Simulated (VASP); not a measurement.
Write the native input for VASP 6.6.1 that does the following.

```yaml
Task: single point
Functional: RPBE
Potentials_or_basis: VASP PAW PBE potentials, release 64 (W_sv)
Cutoff: 520 eV
k_mesh: 11 × 11 × 11
Occupations: fermi-dirac, width 0.1 eV
Spin: no spin polarisation
Dipole_correction: no
Further_INCAR_settings: ALGO = Normal; EDIFF = 1e-06; NBANDS = 21
```

The structure of W lies in POSCAR:

```
W
1.0
    0.0000000000      2.9724168065      2.9724168065
    2.9724168065      0.0000000000      2.9724168065
    2.9724168065      2.9724168065      0.0000000000
W
2
Direct
    0.1250000000      0.1250000000      0.1250000000
    0.8750000000      0.8750000000      0.8750000000
```

This isn't the form of W at room conditions, which is bcc.

The input as run:

INCAR

```
ALGO = Normal
EDIFF = 1E-6
ENCUT = 520
GGA = RP
ISIF = 2
ISMEAR = -1
LASPH = True
LCHARG = False
LREAL = False
LWAVE = False
NBANDS = 21
NELM = 100
PREC = Accurate
SIGMA = 0.1
```

KPOINTS

```
k-points
0
Gamma
  11 11 11
```

Potentials or basis: VASP PAW PBE potentials, release 64 (W_sv).

Run with:

```sh
$ cat potpaw_PBE.64/W_sv/POTCAR > POTCAR
$ mpirun -np 1 vasp_std > vasp.out
```

Results of the run:

* Pressure: -3.9 GPa
* Band gap on the k mesh: zero (bands 14 and 15 overlap by 1.00 eV)

Caveat: the cell stands under tension; the PAW data sets were made with another functional, which shifts forces and pressure a little; spin-orbit coupling is left out, which moves the levels of the heavy elements.

It took 56 s on 1 thread of Intel Xeon 8259CL (shared host), peak memory 0.2 GiB.
